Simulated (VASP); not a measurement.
# Ti (a cell with a defect) in VASP: further runs

Ti (a cell with a defect) is run at these levels: PBEsol; tasks: single point.

Program: VASP 6.6.1. These are calculated values, not measurements. Logs are shortened: lines on timing, memory, paths and dates and some standing lists are left out, and cuts for length are marked.

## Step 1: The cell of the first run

The cell holds a defect, 13 atoms: a = 5.900 Å, b = 8.850 Å, c = 4.685 Å, α = 90.00°, β = 90.00°, γ = 120.00°.

## Step 2: Single point, PBEsol

INCAR

```
PREC     = Accurate       # precision mode
ENCUT    = 520            # plane-wave cutoff, eV
EDIFF    = 1E-7           # SCF threshold, eV
ISMEAR   = -1             # smearing method
SIGMA    = 0.15           # smearing width, eV
LREAL    = False          # projectors in reciprocal space
LASPH    = True           # aspherical terms in the spheres
NELM     = 100            # most SCF steps
ALGO     = Normal         # electronic algorithm
ISIF     = 2              # what is computed and relaxed
LWAVE    = False          # write WAVECAR
LCHARG   = False          # write CHGCAR
GGA      = PS             # functional
NBANDS   = 90             # bands
```

KPOINTS

```
Automatic mesh
0
Gamma
  2 2 2
```

POSCAR

```
Ti
1.0
    5.9000000000      0.0000000000      0.0000000000
   -4.4250000000      7.6643250000      0.0000000000
    0.0000000000      0.0000000000      4.6846000000
Ti
13
Direct
    0.0433206457     -0.0436176702     -0.0286043632
    0.1769717485      0.2733182635      0.6843914102
   -0.0479702709      0.3120170400      0.0614993810
    0.1739231424      0.5839653198      0.4986551680
   -0.0021544030      0.6462800051     -0.0214532724
    0.1627358874      0.9231732736      0.5124450327
    0.4753597343     -0.0624582073      0.0255945011
    0.6079417837      0.1088941296      0.6162959484
    0.4677196693      0.2748578642      0.1994407207
    0.6372874483      0.6143267672      0.5002134654
    0.4636336587      0.6203025054     -0.0174187764
    0.6486286392      0.8802732139      0.3998847287
    0.6617268024      0.3793419512      0.7169235367
```

Potentials or basis: VASP PAW PBE potentials, release 64 (Ti_sv).

Run with:

```console
$ cat potpaw_PBE.64/Ti_sv/POTCAR > POTCAR
$ mpirun -np 1 vasp_std > vasp.out
```

OUTCAR:

```text
PREC = Accurate
   ENCUT = 520
   EDIFF = 1E-7
   ISMEAR = -1
   LREAL = False
   LASPH = True
   NELM = 100
   ISIF = 2
   GGA = PS

 ion  position               nearest neighbor table
   1  0.043  0.956  0.971-   6 2.33   5 2.62   7 2.65   6 2.69   2 2.84   9 2.88  12 2.89
   2  0.177  0.273  0.684-   3 2.34  13 2.53   9 2.84   1 2.84   4 2.89
   3  0.952  0.312  0.061-   2 2.34  13 2.63   9 2.78   8 2.84   5 2.86  11 2.91
   4  0.174  0.584  0.499-  10 2.61   5 2.65  12 2.76  11 2.76   5 2.81  13 2.83  11 2.88   2 2.89

   5  0.998  0.646  0.979-  13 2.52   1 2.62   4 2.65   7 2.71   4 2.81   3 2.86  11 2.87
   6  0.163  0.923  0.512-   1 2.33   8 2.35   1 2.69   7 2.90  12 2.91
   7  0.475  0.938  0.026-  12 2.21   8 2.32   1 2.65   5 2.71  11 2.78   6 2.90
   8  0.608  0.109  0.616-  13 2.30   7 2.32   6 2.35  12 2.38   9 2.81   3 2.84
   9  0.468  0.275  0.199-  13 2.49  13 2.64   3 2.78   8 2.81   2 2.84   1 2.88
  10  0.637  0.614  0.500-  12 2.37  13 2.38  11 2.49   4 2.61  11 2.64
  11  0.464  0.620  0.983-  10 2.49  10 2.64   4 2.76   7 2.78  12 2.79   5 2.87   4 2.88   3 2.91

  12  0.649  0.880  0.400-   7 2.21  10 2.37   8 2.38   4 2.76  11 2.79   1 2.89   6 2.91
  13  0.662  0.379  0.717-   8 2.30  10 2.38   9 2.49   5 2.52   2 2.53   3 2.63   9 2.64   4 2.83

  LATTYP: Found a simple monoclinic cell.
 ALAT       =     5.9000000000
 B/A-ratio  =     0.7940000000
 C/A-ratio  =     1.3228756849
 COS(beta)  =    -0.1889822323

  Lattice vectors:

 A1 = (   5.9000000000,   0.0000000000,   0.0000000000)
 A2 = (   0.0000000000,   0.0000000000,   4.6846000000)
 A3 = (  -1.4750000000,  -7.6643250000,   0.0000000000)

Analysis of symmetry for initial positions (statically):
=====================================================================
 Subroutine PRICEL returns:
 Original cell was already a primitive cell.

 Routine SETGRP: Setting up the symmetry group for a
 simple monoclinic supercell.

 Subroutine GETGRP returns: Found  1 space group operations
 (whereof  1 operations were pure point group operations)
 out of a pool of  4 trial point group operations.

The static configuration has the point symmetry C_1 .

Analysis of symmetry for dynamics (positions and initial velocities):
=====================================================================
 Subroutine PRICEL returns:
 Original cell was already a primitive cell.

 Routine SETGRP: Setting up the symmetry group for a
 simple monoclinic supercell.

 Subroutine GETGRP returns: Found  1 space group operations
 (whereof  1 operations were pure point group operations)
 out of a pool of  4 trial point group operations.

The dynamic configuration has the point symmetry C_1 .

 Subroutine INISYM returns: Found  1 space group operations
 (whereof  1 operations are pure point group operations),
 and found     1 'primitive' translations

----------------------------------------------------------------------------------------

                                     Primitive cell

  volume of cell :     211.8354

  direct lattice vectors                    reciprocal lattice vectors
     5.900000000  0.000000000  0.000000000     0.169491525  0.097855976  0.000000000
    -4.425000000  7.664325000  0.000000000     0.000000000  0.130474634  0.000000000
     0.000000000  0.000000000  4.684600000     0.000000000  0.000000000  0.213465397

  length of vectors
     5.900000000  8.850000153  4.684600000     0.195711955  0.130474634  0.213465397

  position of ions in fractional coordinates (direct lattice)
     0.043320646  0.956382330  0.971395637
     0.176971749  0.273318264  0.684391410
     0.952029729  0.312017040  0.061499381
     0.173923142  0.583965320  0.498655168
     0.997845597  0.646280005  0.978546728
     0.162735887  0.923173274  0.512445033
     0.475359734  0.937541793  0.025594501
     0.607941784  0.108894130  0.616295948
     0.467719669  0.274857864  0.199440721
     0.637287448  0.614326767  0.500213465
     0.463633659  0.620302505  0.982581224
     0.648628639  0.880273214  0.399884729
     0.661726802  0.379341951  0.716923537

  ion indices of the primitive-cell ions
   primitive index   ion index
                 1           1
                 2           2
                 3           3
                 4           4
                 5           5
                 6           6
                 7           7
                 8           8
                 9           9
                10          10
                11          11
                12          12
                13          13

----------------------------------------------------------------------------------------

 KPOINTS: Automatic mesh

Automatic generation of k-mesh.
 Grid dimensions read from file:
 generate k-points for:    2    2    2

 Generating k-lattice:

  Cartesian coordinates                     Fractional coordinates (reciprocal lattice)
     0.084745763  0.048927988  0.000000000     0.500000000  0.000000000  0.000000000
     0.000000000  0.065237317  0.000000000     0.000000000  0.500000000  0.000000000
     0.000000000  0.000000000  0.106732699     0.000000000  0.000000000  0.500000000

  Length of vectors
     0.097855977  0.065237317  0.106732699

  Shift w.r.t. Gamma in fractional coordinates (k-lattice)
     0.000000000  0.000000000  0.000000000

 Subroutine IBZKPT returns following result:
 ===========================================

 Found      8 irreducible k-points:

 Following reciprocal coordinates:
            Coordinates               Weight
  0.000000  0.000000  0.000000      1.000000
  0.500000  0.000000  0.000000      1.000000
  0.000000  0.500000  0.000000      1.000000
  0.500000  0.500000  0.000000      1.000000
  0.000000  0.000000  0.500000      1.000000
  0.500000  0.000000  0.500000      1.000000
  0.000000  0.500000  0.500000      1.000000
  0.500000  0.500000  0.500000      1.000000
   k-points           NKPTS =      8   k-points in BZ     NKDIM =      8   number of bands    NBANDS=     90
   number of dos      NEDOS =    301   number of ions     NIONS =     13
   total plane-waves  NPLWV = 120960
   dimension x,y,z NGX =    48 NGY =   70 NGZ =   36
   dimension x,y,z NGXF=    96 NGYF=  140 NGZF=   72
   ions per type =              13
   NGX,Y,Z   is equivalent  to a cutoff of  13.53, 13.15, 12.78 a.u.
   NGXF,Y,Z  is equivalent  to a cutoff of  27.05, 26.30, 25.55 a.u.
 SYSTEM =  unknown system
   PREC   = accura    normal or accurate (medium, high low for compatibility)
   ISTART =      0    job   : 0-new  1-cont  2-samecut
   ICHARG =      2    charge: 1-file 2-atom 10-const
   ISPIN  =      1    spin polarized calculation?
   LNONCOLLINEAR =      F non collinear calculations
   LSORBIT =      F    spin-orbit coupling
   LASPH  =      T    aspherical Exc in radial PAW
   ENCUT  =  520.0 eV  38.22 Ry    6.18 a.u.  10.97 16.46  8.71*2*pi/ulx,y,z
   NELM   =    100;   NELMIN=  2; NELMDL= -5     # of ELM steps
   EDIFF  = 0.1E-06   stopping-criterion for ELM
   LREAL  =      F    real-space projection
   EDIFFG = 0.1E-05   stopping-criterion for IOM
   NSW    =      0    number of steps for IOM
   IBRION =     -1    ionic relax: 0-MD 1-quasi-New 2-CG
   NFREE  =      0    steps in history (QN), initial steepest desc. (CG)
   ISIF   =      2    stress and relaxation
   ISYM   =      2    0-nonsym 1-usesym 2-fastsym
   POTIM  = 0.5000    time-step for ionic-motion
   TEBEG  =    0.0;   TEEND  =   0.0 temperature during run
   PSTRESS=    0.0 pullay stress
   NELECT =     156.0000    total number of electrons
   NUPDOWN=      -1.0000    fix difference up-down
   EMIN   =  10.00;   EMAX   =-10.00  energy-range for DOS
   EFERMI =   0.00;   METHOD = LEGACY
   ISMEAR =    -1;   SIGMA  =   0.15  broadening in eV -4-tet -1-fermi 0-gaus
   EFERMI_NEDOS =   21; number of points for ismear=-14 and -15
   IALGO  =     38    algorithm
   IMIX   =      4    mixing-type and parameters
     AMIX     =   0.40;   BMIX     =  1.00
     AMIX_MAG =   1.60;   BMIX_MAG =  1.00
  volume/ion in A,a.u.               =      16.30       109.96
  Fermi-wavevector in a.u.,A,eV,Ry     =   1.478371  2.793717 29.736648  2.185582
  Thomas-Fermi vector in A             =   2.592661
   LORBIT       =      0    0 simple, 1 ext, 2 COOP (PROOUT), +10 PAW based schemes
   GGA     = PS    functional components
   LHFCALC =     F    Hartree Fock is set to
   AEXX    =    0.0000 exact exchange contribution
   IVDW    =     0    specifies the selected vdW correction
   LEPSILON=     F    determine dielectric tensor
   LRPA    =     F    only Hartree local field effects (RPA)
 non-spin polarized calculation
  energy-cutoff  :      520.00
  volume of cell :      211.84
 maximum number of plane-waves:      5724
 NGX is ok and might be reduce to    48
   NGX = 21   NGY = 33   NGZ = 17

 number of electron     156.0000000 magnetization

 Free energy of the ion-electron system (eV)
  ---------------------------------------------------
  ext. energy  EPLUGINS =         0.00000000
  ---------------------------------------------------
  free energy    TOTEN  =      -103.38824138 eV

  energy without entropy =     -102.00337470  energy(sigma->0) =     -102.69580804

 E-fermi :   8.6145     XC(G=0): -11.8501

 val. band max:        8.6110358230   @ k =   0.5000   0.5000   0.5000
 cond. band min:       8.6333714167   @ k =   0.5000   0.0000   0.5000
 fundamental gap:      0.0223355936
 Fermi energy:         8.6144723266

 k-point     1 :       0.0000    0.0000    0.0000
  band No.  band energies     occupation
      1     -47.7523      2.00000
      2     -47.6701      2.00000
      3     -47.6414      2.00000
      4     -47.6085      2.00000
      5     -47.5209      2.00000
      6     -47.4854      2.00000
[... 82 lines left out ...]
     89       9.7911      0.00078
     90       9.9097      0.00036

 k-point     2 :       0.5000    0.0000    0.0000
  band No.  band energies     occupation
      1     -47.7273      2.00000
      2     -47.6835      2.00000
      3     -47.6351      2.00000
      4     -47.6100      2.00000
      5     -47.5394      2.00000
      6     -47.4855      2.00000
[... 547 lines left out ...]
     89       9.6970      0.00147
     90       9.8957      0.00039

 k-point     8 :       0.5000    0.5000    0.5000
  band No.  band energies     occupation
      1     -47.7120      2.00000
      2     -47.6656      2.00000
      3     -47.6072      2.00000
      4     -47.5813      2.00000
      5     -47.5113      2.00000
      6     -47.4958      2.00000
[... 82 lines left out ...]
     89       9.5895      0.00300
     90       9.6835      0.00161

------------------------ aborting loop because EDIFF is reached ----------------------------------------

  FORCE on cell =-STRESS in cart. coord.  units (eV):
  Direction    XX          YY          ZZ          XY          YZ          ZX
  --------------------------------------------------------------------------------------
  -------------------------------------------------------------------------------------
  Total        8.3418762      5.9320724     13.2468657     -3.4129097     -0.7624922      2.1070527
  in kB       63.0922312     44.8661274    100.1902078    -25.8129084     -5.7669683     15.9363014
  external PRESSURE =      69.3828555 kB  Pullay stress =       0.0000000 kB

 VOLUME and BASIS-vectors are now :
 -----------------------------------------------------------------------------
  energy-cutoff  :      520.00
  volume of cell :      211.84
      direct lattice vectors                 reciprocal lattice vectors
     5.900000000  0.000000000  0.000000000     0.169491525  0.097855976  0.000000000
    -4.425000000  7.664325000  0.000000000     0.000000000  0.130474634  0.000000000
     0.000000000  0.000000000  4.684600000     0.000000000  0.000000000  0.213465397

 POSITION                                       TOTAL-FORCE (eV/Angst)
 -----------------------------------------------------------------------------------
     -3.97640      7.33002      4.55060        -1.741498      0.570562      0.678705
     -0.16530      2.09480      3.20610         0.040936     -0.443594     -1.436126
      4.23630      2.39140      0.28810         0.219570     -0.283193      1.887005
     -1.55790      4.47570      2.33600        -0.748509     -0.382312     -0.105853
      3.02750      4.95330      4.58410        -0.835882     -0.036416      0.992073
     -3.12490      7.07550      2.40060        -0.592194     -1.163349     -1.323221
     -1.34400      7.18563      0.11990        -0.364859     -0.260812     -0.209732
      3.10500      0.83460      2.88710         0.694970      1.787204     -0.716032
      1.54330      2.10660      0.93430        -0.808143     -0.216810      0.096655
      1.04160      4.70840      2.34330         1.672153     -0.042602     -1.035279
     -0.00940      4.75420      4.60300         0.493395     -0.455047      0.070409
     -0.06830      6.74670      1.87330         1.338169      0.053169      1.588630
      2.22560      2.90740      3.35850         0.631892      0.873201     -0.487233
 -----------------------------------------------------------------------------------
    total drift:                               -0.000336      0.000136     -0.000555

  FREE ENERGIE OF THE ION-ELECTRON SYSTEM (eV)
  ---------------------------------------------------
  free  energy   TOTEN  =      -103.3882413809 eV

  energy  without entropy=     -102.0033747037  energy(sigma->0) =     -102.69580804
```

Wall time 8.2 min (1 thread of Intel Xeon Platinum 8259CL at 2.50GHz (Skylake/Cascade Lake), shared host); peak memory 0.38 GiB.

Results:

```yaml
Free_energy: -103.3882 eV
Pressure: 6.9 GPa
Largest_force: 2.078 eV/Å
Band_gap_on_the_k_mesh: zero (bands 78 and 79 overlap by 0.13 eV)
```

Forces in eV/Å, atoms in the order of the input:
```
Ti  -1.741  0.571  0.679
Ti   0.041 -0.444 -1.436
Ti   0.220 -0.283  1.887
Ti  -0.749 -0.382 -0.106
Ti  -0.836 -0.036  0.992
Ti  -0.592 -1.163 -1.323
Ti  -0.365 -0.261 -0.210
Ti   0.695  1.787 -0.716
Ti  -0.808 -0.217  0.097
Ti   1.672 -0.043 -1.035
Ti   0.493 -0.455  0.070
Ti   1.338  0.053  1.589
Ti   0.632  0.873 -0.487
```

Stress tensor (GPa, compression positive):
```
 6.31 -2.58  1.59
-2.58  4.49 -0.58
 1.59 -0.58 10.02
```

Caveat: the k points lie up to 0.67 Å⁻¹ apart; the atoms stand as in a frame of molecular dynamics; the PAW data sets were made with another functional, which shifts forces and pressure a little.

## Step 3: Single point, PBEsol

INCAR

```
PREC = Accurate
ENCUT = 520
EDIFF = 1E-6
ISMEAR = -1
SIGMA = 0.15
LREAL = False
LASPH = True
NELM = 80
ALGO = Normal
ISIF = 2
LWAVE = False
LCHARG = False
GGA = PS
NBANDS = 90
```

KPOINTS

```
regular mesh
0
Gamma
  2 2 2
```

POSCAR

```
Ti
1.0
    5.9000000000      0.0000000000      0.0000000000
   -4.4250000000      7.6643250000      0.0000000000
    0.0000000000      0.0000000000      4.6846000000
Ti
13
Direct
   -0.0689878377     -0.0368199417      0.0526192204
    0.1858305382      0.2244294181      0.5734747897
   -0.1049965079      0.2236204754      0.0274089570
    0.0808545829      0.5297270144      0.3804593775
   -0.0968252425      0.6497245354     -0.0541988644
    0.0642192644      0.8896934825      0.5676044913
    0.3914666936     -0.0882139001      0.0304401656
    0.6317075513      0.0803332322      0.4493660078
    0.3953381723      0.2252644558      0.1061349955
    0.6000419681      0.5490503078      0.3857319728
    0.3906341160      0.5835347535     -0.0883960210
    0.5492201419      0.8196155565      0.5846176835
    0.7059064595      0.3318752793      0.7464031081
```

Potentials or basis: VASP PAW PBE potentials, release 64 (Ti_sv).

Run with:

```console
$ cat potpaw_PBE.64/Ti_sv/POTCAR > POTCAR
$ mpirun -np 1 vasp_std > vasp.out
```

It took 6.8 min on 1 thread of Intel Xeon Platinum 8259CL at 2.50GHz (Skylake/Cascade Lake), shared host; peak memory 0.37 GiB.

Results (log left out):

- Free energy: -104.2472 eV
- Pressure: 5.5 GPa
- Largest force: 2.294 eV/Å
- Band gap on the k mesh: zero (bands 78 and 79 overlap by 0.15 eV)

Forces in eV/Å, atoms in the order of the input:
```
Ti  -1.026 -1.352  1.027
Ti  -0.945 -0.130 -0.202
Ti   1.257  1.185  0.226
Ti  -0.062 -0.219  0.432
Ti   0.605  0.028 -0.355
Ti   1.282 -0.428 -1.295
Ti  -0.460 -0.378  0.091
Ti  -0.216  0.580  1.446
Ti  -0.189  0.708  0.608
Ti   0.037  0.045  0.721
Ti  -0.319 -0.912  0.266
Ti   0.629 -0.595 -1.304
Ti  -0.593  1.467 -1.661
```

Stress tensor (GPa, compression positive):
```
 2.13 -0.59 -2.15
-0.59  6.48 -2.69
-2.15 -2.69  7.98
```

Levels at points of the mesh, in eV from the Fermi level:
```tsv
k point	band 74	band 75	band 76	band 77	band 78	band 79	band 80	band 81	band 82	band 83
(0.00, 0.00, 0.00)	-0.31	-0.26	-0.20	-0.02	0.06	0.06	0.21	0.31	0.41	0.51
(0.50, 0.00, 0.00)	-0.51	-0.45	-0.32	-0.20	-0.10	0.04	0.11	0.24	0.27	0.45
(0.00, 0.50, 0.00)	-0.37	-0.28	-0.18	-0.03	0.00	0.07	0.15	0.35	0.37	0.51
(0.50, 0.50, 0.00)	-0.43	-0.37	-0.33	-0.19	-0.16	0.14	0.16	0.23	0.29	0.38
(0.00, 0.00, 0.50)	-0.49	-0.41	-0.27	-0.13	0.04	0.09	0.21	0.31	0.43	0.64
(0.50, 0.00, 0.50)	-0.39	-0.36	-0.24	-0.20	-0.11	-0.08	-0.03	0.02	0.13	0.38
(0.00, 0.50, 0.50)	-0.46	-0.34	-0.16	0.02	0.07	0.18	0.23	0.25	0.45	0.46
(0.50, 0.50, 0.50)	-0.55	-0.37	-0.28	-0.21	-0.17	-0.06	0.04	0.20	0.33	0.38
```

Caveat: the k points lie up to 0.67 Å⁻¹ apart; the atoms stand as in a frame of molecular dynamics; the PAW data sets were made with another functional, which shifts forces and pressure a little.

(Part 1 of 2 ends here.)
